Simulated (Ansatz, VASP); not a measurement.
# Au: VASP beside Ansatz

```xyz
1
Lattice="-1.5932 1.5932 1.5932 1.5932 -1.5932 1.5932 1.5932 1.5932 -1.5932" Properties=species:S:1:pos:R:3 pbc="T T T"
Au    0.0000    0.0000    0.0000
```

Alike in both runs: task single point; functional r2SCAN; k mesh 15 × 15 × 15; occupations fermi-dirac, width 0.1 eV; no spin polarisation.

|  | VASP | Ansatz |
| --- | --- | --- |
| version | VASP 6.6.1 | Ansatz 0.2.0 |
| potentials or method | VASP PAW PBE potentials, release 64 (Au), cutoff 550 eV | plane waves (500 eV) with PAW, scalar-relativistic |
| valence electrons in the cell | 11 | 19 |

Ansatz gave:

| Quantity | Value |
| --- | --- |
| pressure (GPa) | 16.6 |

What did VASP give for the same quantities?

Pressure (GPa): 17.1.

VASP's potentials were made for PBE, not for r2SCAN. The functional is the same, so the differences come from potentials, cutoffs and numerics. VASP's potentials hold 11 valence electrons a cell and Ansatz's 19, so a difference there can come from the potentials and not from the codes.

Spin-orbit coupling is off throughout.
